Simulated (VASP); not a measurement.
# BP (I-4m2) in VASP: further runs

The runs below take BP through single point, with HSE06.

Everything below comes from runs of VASP 6.6.1. Logs are shortened: lines on timing, memory, paths and dates and some standing lists are left out, and cuts for length are marked.

### Step 1. The cell of the first run

Symmetry: I-4m2, No. 119, tetragonal system. Conventional cell: a = 3.208 Å, b = 3.208 Å, c = 4.491 Å, α = 90.00°, β = 90.00°, γ = 90.00°. B (site symmetry -4m2) has 4 P at 1.96 Å within 2.6 Å. P (site symmetry -4m2) has 4 B at 1.96 Å within 2.6 Å.

### Step 2. Single point, HSE06 (uniaxial z strain -1.0%)

File POSCAR:

```
BP
1.0
    0.0000000000      2.2683156689      2.2456325122
    2.2683156689      0.0000000000      2.2456325122
    2.2683156689      2.2683156689      0.0000000000
B P
1 1
Direct
    0.0000000000      0.0000000000      0.0000000000
    0.2500000000      0.2500000000      0.2500000000
```

File INCAR.step1:

```
SYSTEM = BP
  PREC = Accurate
  ENCUT = 520
  EDIFF = 1E-5
  ISMEAR = 0
  SIGMA = 0.01
  LREAL = .False.
  LASPH = .True.
  NELM = 60
  ALGO = Normal
  ISIF = 2
  LWAVE = .True.
  LCHARG = .False.
  GGA = PE
  NBANDS = 11
```

File INCAR.step2:

```
SYSTEM = BP
  PREC = Accurate
  ENCUT = 520
  EDIFF = 1E-7
  ISMEAR = 0
  SIGMA = 0.01
  LREAL = .False.
  LASPH = .True.
  NELM = 60
  ALGO = Normal
  ISIF = 2
  LWAVE = .False.
  LCHARG = .False.
  GGA = PE
  LHFCALC = .True.
  HFSCREEN = 0.2079
  PRECFOCK = Normal
  ISTART = 1
  NBANDS = 11
```

File KPOINTS:

```
regular mesh
0
Gamma
  6 6 6
  0 0 0
```

Potentials or basis: VASP PAW PBE potentials, release 64 (B, P).

Run with:

```console
$ cat potpaw_PBE.64/B/POTCAR potpaw_PBE.64/P/POTCAR > POTCAR
$ cp INCAR.step1 INCAR
$ mpirun -np 1 vasp_std > vasp.out
$ cp INCAR.step2 INCAR
$ mpirun -np 1 vasp_std > vasp.out
```

OUTCAR:

```text
SYSTEM = BP
   PREC = Accurate
   ENCUT = 520
   EDIFF = 1E-7
   ISMEAR = 0
   LREAL = .False.
   LASPH = .True.
   NELM = 60
   ISIF = 2
   GGA = PE
   LHFCALC = .True.
   HFSCREEN = 0.2079
   PRECFOCK = Normal
   ISTART = 1

 ion  position               nearest neighbor table
   1  0.000  0.000  0.000-   2 1.96   2 1.96   2 1.96   2 1.96
   2  0.250  0.250  0.250-   1 1.96   1 1.96   1 1.96   1 1.96

  LATTYP: Found a body centered tetragonal cell.
 ALAT       =     3.2078827827
 C/A-ratio  =     1.4000714267

  Lattice vectors:

 A1 = (   0.0000000000,  -2.2683156689,  -2.2456325122)
 A2 = (   0.0000000000,   2.2683156689,  -2.2456325122)
 A3 = (   2.2683156689,   0.0000000000,   2.2456325122)

Analysis of symmetry for initial positions (statically):
=====================================================================
 Subroutine PRICEL returns:
 Original cell was already a primitive cell.

 Routine SETGRP: Setting up the symmetry group for a
 body centered tetragonal supercell.

 Subroutine GETGRP returns: Found  8 space group operations
 (whereof  8 operations were pure point group operations)
 out of a pool of 16 trial point group operations.

The static configuration has the point symmetry D_2d.

Analysis of symmetry for dynamics (positions and initial velocities):
=====================================================================
 Subroutine PRICEL returns:
 Original cell was already a primitive cell.

 Routine SETGRP: Setting up the symmetry group for a
 body centered tetragonal supercell.

 Subroutine GETGRP returns: Found  8 space group operations
 (whereof  8 operations were pure point group operations)
 out of a pool of 16 trial point group operations.

The dynamic configuration has the point symmetry D_2d.

 Subroutine INISYM returns: Found  8 space group operations
 (whereof  8 operations are pure point group operations),
 and found     1 'primitive' translations

----------------------------------------------------------------------------------------

                                     Primitive cell

  volume of cell :      23.1087

  direct lattice vectors                    reciprocal lattice vectors
     0.000000000  2.268315669  2.245632512    -0.220427874  0.220427874  0.222654418
     2.268315669  0.000000000  2.245632512     0.220427874 -0.220427874  0.222654418
     2.268315669  2.268315669  0.000000000     0.220427874  0.220427874 -0.222654418

  length of vectors
     3.191883669  3.191883669  3.207882783     0.383082086  0.383082086  0.383082086

  position of ions in fractional coordinates (direct lattice)
     0.000000000  0.000000000  0.000000000
     0.250000000  0.250000000  0.250000000

  ion indices of the primitive-cell ions
   primitive index   ion index
                 1           1
                 2           2

----------------------------------------------------------------------------------------

 KPOINTS: regular mesh

Automatic generation of k-mesh.
 Grid dimensions read from file:
 generate k-points for:    6    6    6

 Generating k-lattice:

  Cartesian coordinates                     Fractional coordinates (reciprocal lattice)
    -0.036737979  0.036737979  0.037109070     0.166666667 -0.000000000  0.000000000
     0.036737979 -0.036737979  0.037109070    -0.000000000  0.166666667  0.000000000
     0.036737979  0.036737979 -0.037109070     0.000000000  0.000000000  0.166666667

  Length of vectors
     0.063847014  0.063847014  0.063847014

  Shift w.r.t. Gamma in fractional coordinates (k-lattice)
     0.000000000  0.000000000  0.000000000

 Subroutine IBZKPT returns following result:
 ===========================================

 Found     30 irreducible k-points:

 Following reciprocal coordinates:
            Coordinates               Weight
  0.000000  0.000000  0.000000      1.000000
  0.166667 -0.000000  0.000000      8.000000
  0.333333 -0.000000  0.000000      8.000000
  0.500000  0.000000  0.000000      4.000000
  0.166667  0.166667  0.000000      2.000000
  0.333333  0.166667  0.000000      8.000000
[... 16 lines left out ...]
  0.333333  0.000000  0.333333      4.000000
  0.500000  0.000000  0.333333     16.000000
 [... further k-points ...]
   k-points           NKPTS =     30   k-points in BZ     NKDIM =    216   number of bands    NBANDS=     11
   number of dos      NEDOS =    301   number of ions     NIONS =      2
   total plane-waves  NPLWV =  13824
   dimension x,y,z NGX =    24 NGY =   24 NGZ =   24
   dimension x,y,z NGXF=    48 NGYF=   48 NGZF=   48
   ions per type =               1   1
   NGX,Y,Z   is equivalent  to a cutoff of  12.50, 12.50, 12.44 a.u.
   NGXF,Y,Z  is equivalent  to a cutoff of  25.00, 25.00, 24.88 a.u.
 SYSTEM =  BP
   PREC   = accura    normal or accurate (medium, high low for compatibility)
   ISTART =      1    job   : 0-new  1-cont  2-samecut
   ICHARG =      0    charge: 1-file 2-atom 10-const
   ISPIN  =      1    spin polarized calculation?
   LNONCOLLINEAR =      F non collinear calculations
   LSORBIT =      F    spin-orbit coupling
   LASPH  =      T    aspherical Exc in radial PAW
   ENCUT  =  520.0 eV  38.22 Ry    6.18 a.u.   5.93  5.93  5.96*2*pi/ulx,y,z
   NELM   =     60;   NELMIN=  2; NELMDL=  0     # of ELM steps
   EDIFF  = 0.1E-06   stopping-criterion for ELM
   LREAL  =      F    real-space projection
   EDIFFG = 0.1E-05   stopping-criterion for IOM
   NSW    =      0    number of steps for IOM
   IBRION =     -1    ionic relax: 0-MD 1-quasi-New 2-CG
   NFREE  =      0    steps in history (QN), initial steepest desc. (CG)
   ISIF   =      2    stress and relaxation
   ISYM   =      3    0-nonsym 1-usesym 2-fastsym
   POTIM  = 0.5000    time-step for ionic-motion
   TEBEG  =    0.0;   TEEND  =   0.0 temperature during run
   PSTRESS=    0.0 pullay stress
   NELECT =       8.0000    total number of electrons
   NUPDOWN=      -1.0000    fix difference up-down
   EMIN   =  10.00;   EMAX   =-10.00  energy-range for DOS
   EFERMI =   0.00;   METHOD = LEGACY
   ISMEAR =     0;   SIGMA  =   0.01  broadening in eV -4-tet -1-fermi 0-gaus
   EFERMI_NEDOS =   21; number of points for ismear=-14 and -15
   IALGO  =     38    algorithm
   IMIX   =      1    mixing-type and parameters
     AMIX     =   0.40;   BMIX     =  1.00
     AMIX_MAG =   1.60;   BMIX_MAG =  1.00
  volume/ion in A,a.u.               =      11.55        77.97
  Fermi-wavevector in a.u.,A,eV,Ry     =   1.149510  2.172260 17.978390  1.321374
  Thomas-Fermi vector in A             =   2.286180
   LORBIT       =      0    0 simple, 1 ext, 2 COOP (PROOUT), +10 PAW based schemes
   GGA     = PE    functional components
   LHFCALC =     T    Hartree Fock is set to
   PRECFOCK=normal    Normal, Fast or Accurate (Low or Medium for compatibility)
   ENCUT4O =  -1.0   cutoff for four orbital integrals eV
   NKREDX  =     1    reduce k-point grid by
   NKREDY  =     1    reduce k-point grid by
   NKREDZ  =     1    reduce k-point grid by
   AEXX    =    0.2500 exact exchange contribution
   HFSCREEN=    0.2079 screening length (either q_TF or 0.3 A-1)
   HFSCREENC=   0.2079 screening length for correlation (either q_TF or 0.3 A-1)
   ENCUTFOCK=  -1.0 apply spherical cutoff to Coloumb kernel
   IVDW    =     0    specifies the selected vdW correction
   LEPSILON=     F    determine dielectric tensor
   LRPA    =     F    only Hartree local field effects (RPA)
 non-spin polarized calculation
 Gauss-broadening in eV      SIGMA  =   0.01
  energy-cutoff  :      520.00
  volume of cell :       23.11
 maximum number of plane-waves:       636
  NGX = 18; NGY = 18; NGZ = 18

 number of electron       8.0000001 magnetization

 Free energy of the ion-electron system (eV)
  ---------------------------------------------------
  ext. energy  EPLUGINS =         0.00000000
  ---------------------------------------------------
  free energy    TOTEN  =       -14.82423243 eV

  energy without entropy =      -14.82423243  energy(sigma->0) =      -14.82423243

 E-fermi :   7.3635     XC(G=0):  -9.0434

 val. band max:        7.2065521822   @ k =   0.0000   0.0000   0.0000
 cond. band min:       9.0993234812   @ k =   0.5000   0.5000   0.0000
 fundamental gap:      1.8927712990
 Fermi energy:         7.3635387309

 k-point     1 :       0.0000    0.0000    0.0000
  band No.  band energies     occupation
      1     -10.0604      2.00000
      2       7.1032      2.00000
      3       7.1032      2.00000
      4       7.2066      2.00000
      5      11.4527      0.00000
      6      11.5106      0.00000
      7      11.5106      0.00000
      8      16.0002      0.00000
      9      19.8157      0.00000
     10      20.4808      0.00000
     11      20.7597      0.00000

 k-point     2 :       0.1667   -0.0000    0.0000
  band No.  band energies     occupation
      1      -9.5089      2.00000
      2       4.0343      2.00000
      3       6.3775      2.00000
      4       6.4675      2.00000
      5      12.1436      0.00000
      6      12.4744      0.00000
      7      12.4775      0.00000
      8      17.3119      0.00000
      9      19.2403      0.00000
     10      19.4057      0.00000
     11      21.1736      0.00000

 k-point     3 :       0.3333   -0.0000    0.0000
  band No.  band energies     occupation
      1      -7.9335      2.00000
      2      -0.3436      2.00000
      3       5.4587      2.00000
      4       5.5823      2.00000
      5      12.0489      0.00000
      6      13.0027      0.00000
      7      13.0980      0.00000
      8      18.6405      0.00000
      9      20.3810      0.00000
     10      20.4214      0.00000
     11      21.9995      0.00000
[... 267 lines left out ...]
 k-point    23 :       0.3333    0.0000    0.3333
  band No.  band energies     occupation
      1      -7.1989      2.00000
      2       0.8610      2.00000
      3       3.2934      2.00000
      4       3.3222      2.00000
      5       9.2955      0.00000
      6      11.3059      0.00000
      7      18.1521      0.00000
      8      18.4188      0.00000
      9      22.5125      0.00000
     10      23.6275      0.00000
     11      26.0070      0.00000

 k-point    24 :       0.5000    0.0000    0.3333
  band No.  band energies     occupation
      1      -5.4957      2.00000
      2      -1.3338      2.00000
      3       1.4375      2.00000
      4       3.0864      2.00000
      5       9.8613      0.00000
      6      12.2761      0.00000
      7      18.6180      0.00000
      8      18.9925      0.00000
      9      22.6105      0.00000
     10      23.9266      0.00000
     11      26.6614      0.00000

 [... further k-points ...]
[... 5 lines left out ...]
  --------------------------------------------------------------------------------------
  -------------------------------------------------------------------------------------
  Total       -0.1614568     -0.1614568      0.2496909      0.0000000      0.0000000      0.0000000
  in kB      -11.1941544    -11.1941544     17.3116194      0.0000000      0.0000000      0.0000000
  external PRESSURE =      -1.6922298 kB  Pullay stress =       0.0000000 kB

 VOLUME and BASIS-vectors are now :
 -----------------------------------------------------------------------------
  energy-cutoff  :      520.00
  volume of cell :       23.11
      direct lattice vectors                 reciprocal lattice vectors
     0.000000000  2.268315669  2.245632512    -0.220427874  0.220427874  0.222654418
     2.268315669  0.000000000  2.245632512     0.220427874 -0.220427874  0.222654418
     2.268315669  2.268315669  0.000000000     0.220427874  0.220427874 -0.222654418

 POSITION                                       TOTAL-FORCE (eV/Angst)
 -----------------------------------------------------------------------------------
      0.00000      0.00000      0.00000         0.000000      0.000000     -0.000000
      1.13416      1.13416      1.12282        -0.000000     -0.000000      0.000000
 -----------------------------------------------------------------------------------
    total drift:                                0.000000      0.000000     -0.000000

  FREE ENERGIE OF THE ION-ELECTRON SYSTEM (eV)
  ---------------------------------------------------
  free  energy   TOTEN  =       -14.8242324338 eV

  energy  without entropy=      -14.8242324338  energy(sigma->0) =      -14.82423243
```

Run time: 17 min. Hardware: 1 thread of AMD EPYC 7R13, shared host; peak memory 0.21 GiB.

What came out:

* Free energy: -14.8242 eV
* Pressure: -0.2 GPa
* Band gap on the k mesh: 1.89 eV, indirect (least direct gap 4.25 eV)

Caveat: the cell differs from its parent crystal (uniaxial z strain -1.0%); the PAW data sets were made with another functional, which shifts forces and pressure a little.

### Step 3. Single point, HSE06 (uniaxial z strain +1.0%)

File POSCAR:

```
BP
1.0
    0.0000000000      2.2683156689      2.2909988256
    2.2683156689      0.0000000000      2.2909988256
    2.2683156689      2.2683156689      0.0000000000
B P
1 1
Direct
    0.0000000000      0.0000000000      0.0000000000
    0.2500000000      0.2500000000      0.2500000000
```

File INCAR.step1:

```
  PREC = Accurate
  ENCUT = 520
  EDIFF = 1E-5
  ISMEAR = 0
  SIGMA = 0.01
  LREAL = F
  LASPH = T
  NELM = 80
  ALGO = Normal
  ISIF = 2
  LWAVE = T
  LCHARG = F
  GGA = PE
  NBANDS = 11
```

File INCAR.step2:

```
  PREC = Accurate
  ENCUT = 520
  EDIFF = 1E-6
  ISMEAR = 0
  SIGMA = 0.01
  LREAL = F
  LASPH = T
  NELM = 80
  ALGO = Normal
  ISIF = 2
  LWAVE = F
  LCHARG = F
  GGA = PE
  LHFCALC = T
  HFSCREEN = 0.2079
  PRECFOCK = Normal
  ISTART = 1
  NBANDS = 11
```

File KPOINTS:

```
Automatic mesh
0
Gamma
  6 6 6
```

Potentials or basis: VASP PAW PBE potentials, release 64 (B, P).

Run with:

```console
$ cat potpaw_PBE.64/B/POTCAR potpaw_PBE.64/P/POTCAR > POTCAR
$ cp INCAR.step1 INCAR
$ mpirun -np 1 vasp_std > vasp.out
$ cp INCAR.step2 INCAR
$ mpirun -np 1 vasp_std > vasp.out
```

OUTCAR:

```text
PREC = Accurate
   ENCUT = 520
   EDIFF = 1E-6
   ISMEAR = 0
   LREAL = F
   LASPH = T
   NELM = 80
   ISIF = 2
   GGA = PE
   LHFCALC = T
   HFSCREEN = 0.2079
   PRECFOCK = Normal
   ISTART = 1

 ion  position               nearest neighbor table
   1  0.000  0.000  0.000-   2 1.97   2 1.97   2 1.97   2 1.97
   2  0.250  0.250  0.250-   1 1.97   1 1.97   1 1.97   1 1.97

  LATTYP: Found a body centered tetragonal cell.
 ALAT       =     3.2078827827
 C/A-ratio  =     1.4283556980

  Lattice vectors:

 A1 = (  -2.2683156689,   0.0000000000,   2.2909988256)
 A2 = (   2.2683156689,   0.0000000000,   2.2909988256)
 A3 = (   0.0000000000,   2.2683156689,  -2.2909988256)

Analysis of symmetry for initial positions (statically):
=====================================================================
 Subroutine PRICEL returns:
 Original cell was already a primitive cell.

 Routine SETGRP: Setting up the symmetry group for a
 body centered tetragonal supercell.

 Subroutine GETGRP returns: Found  8 space group operations
[... 182 lines left out ...]
      1     -10.1048      2.00000
      2       6.8321      2.00000
      3       6.9358      2.00000
      4       6.9358      2.00000
      5      11.2045      0.00000
      6      11.2045      0.00000
      7      11.2614      0.00000
      8      15.4423      0.00000
      9      19.4349      0.00000
     10      20.1805      0.00000
     11      20.4599      0.00000
[... 309 lines left out ...]
 k-point    24 :       0.5000    0.0000    0.3333
  band No.  band energies     occupation
      1      -5.5813      2.00000
      2      -1.4497      2.00000
      3       1.2978      2.00000
      4       2.8484      2.00000
      5       9.5628      0.00000
      6      11.9168      0.00000
      7      18.2252      0.00000
      8      18.5899      0.00000
      9      22.2291      0.00000
     10      23.5429      0.00000
     11      26.1532      0.00000

 [... further k-points ...]

------------------------ aborting loop because EDIFF is reached ----------------------------------------

  FORCE on cell =-STRESS in cart. coord.  units (eV):
  Direction    XX          YY          ZZ          XY          YZ          ZX
  --------------------------------------------------------------------------------------
  -------------------------------------------------------------------------------------
  Total       -0.3795951     -0.3795951     -0.7994936      0.0000000      0.0000000      0.0000000
  in kB      -25.7970091    -25.7970091    -54.3330056      0.0000000      0.0000000      0.0000000
  external PRESSURE =     -35.3090079 kB  Pullay stress =       0.0000000 kB

 VOLUME and BASIS-vectors are now :
 -----------------------------------------------------------------------------
  energy-cutoff  :      520.00
  volume of cell :       23.58
      direct lattice vectors                 reciprocal lattice vectors
     0.000000000  2.268315669  2.290998826    -0.220427874  0.220427874  0.218245420
     2.268315669  0.000000000  2.290998826     0.220427874 -0.220427874  0.218245420
     2.268315669  2.268315669  0.000000000     0.220427874  0.220427874 -0.218245420

 POSITION                                       TOTAL-FORCE (eV/Angst)
 -----------------------------------------------------------------------------------
      0.00000      0.00000      0.00000         0.000000      0.000000      0.000000
      1.13416      1.13416      1.14550        -0.000000     -0.000000      0.000000
 -----------------------------------------------------------------------------------
    total drift:                               -0.000000     -0.000000      0.000000

  FREE ENERGIE OF THE ION-ELECTRON SYSTEM (eV)
  ---------------------------------------------------
  free  energy   TOTEN  =       -14.8189990318 eV

  energy  without entropy=      -14.8189990318  energy(sigma->0) =      -14.81899903
```

OSZICAR.step1:

```text
N       E                     dE             d eps       ncg     rms          rms(c)
DAV:   1     0.926151245601E+01    0.92615E+01   -0.40073E+03   660   0.658E+02
DAV:   2    -0.129731985186E+02   -0.22235E+02   -0.21436E+02   875   0.109E+02
DAV:   3    -0.136034230707E+02   -0.63022E+00   -0.62844E+00   827   0.156E+01
DAV:   4    -0.136060237058E+02   -0.26006E-02   -0.26003E-02   755   0.122E+00
DAV:   5    -0.136060375548E+02   -0.13849E-04   -0.13849E-04   825   0.900E-02    0.712E+00
DAV:   6    -0.130088887000E+02    0.59715E+00   -0.13715E+00   747   0.504E+00    0.383E+00
DAV:   7    -0.129197851018E+02    0.89104E-01   -0.22416E-01   819   0.236E+00    0.132E+00
DAV:   8    -0.129119724342E+02    0.78127E-02   -0.26681E-02   764   0.931E-01    0.190E-01
DAV:   9    -0.129123066141E+02   -0.33418E-03   -0.72096E-04   774   0.180E-01    0.122E-01
DAV:  10    -0.129125105761E+02   -0.20396E-03   -0.24978E-04   768   0.996E-02    0.275E-02
DAV:  11    -0.129125217552E+02   -0.11179E-04   -0.12556E-05   792   0.229E-02    0.331E-02
DAV:  12    -0.129125227922E+02   -0.10370E-05   -0.46334E-06   378   0.107E-02
   1 F= -.12912523E+02 E0= -.12912523E+02  d E =-.265673E-36
```

Wall time 13 min (1 thread of AMD EPYC 7R13, shared host); peak memory 0.21 GiB.

What came out:

| Property | Result |
| --- | --- |
| Free energy | -14.8190 eV |
| Pressure | -3.5 GPa |
| Band gap on the k mesh | 2.01 eV, indirect (least direct gap 4.27 eV) |

Caveat: the cell differs from its parent crystal (uniaxial z strain +1.0%); the PAW data sets were made with another functional, which shifts forces and pressure a little.
